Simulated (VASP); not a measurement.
# Au: single point with PBEsol

The system is Au.

```
Au
1.0
     0.00000    2.04163    2.04163
     2.04163    0.00000    2.04163
     2.04163    2.04163    0.00000
Au
1
Direct
  0.00000 0.00000 0.00000
```

- Program: VASP 6.6.1
- Task: single point
- Functional: PBEsol
- Potentials or basis: VASP PAW PBE potentials, release 64 (Au)
- Cutoff: 520 eV
- k mesh: 16 × 16 × 16
- Occupations: fermi-dirac, width 0.05 eV
- Spin: no spin polarisation

The pressure is -0.3 GPa.

Levels at points of the mesh, in eV from the Fermi level:
```tsv
k point	band 4	band 5	band 6	band 7	band 8	band 9
(0.00, 0.00, 0.00)	-4.65	-3.11	-3.11	14.54	18.54	18.54
(0.50, 0.00, 0.00)	-1.91	-1.91	-0.99	3.10	13.98	17.14
(0.50, 0.50, 0.00)	-1.59	-1.59	0.99	5.79	9.99	9.99
```

It took 23 s on 1 thread of AMD EPYC 7R13 Processor (Zen 3), on a shared host, peak memory 0.13 GiB.

Caveat: the PAW data sets were made with another functional, which shifts forces and pressure a little; spin-orbit coupling is left out, which moves the levels of the heavy elements.
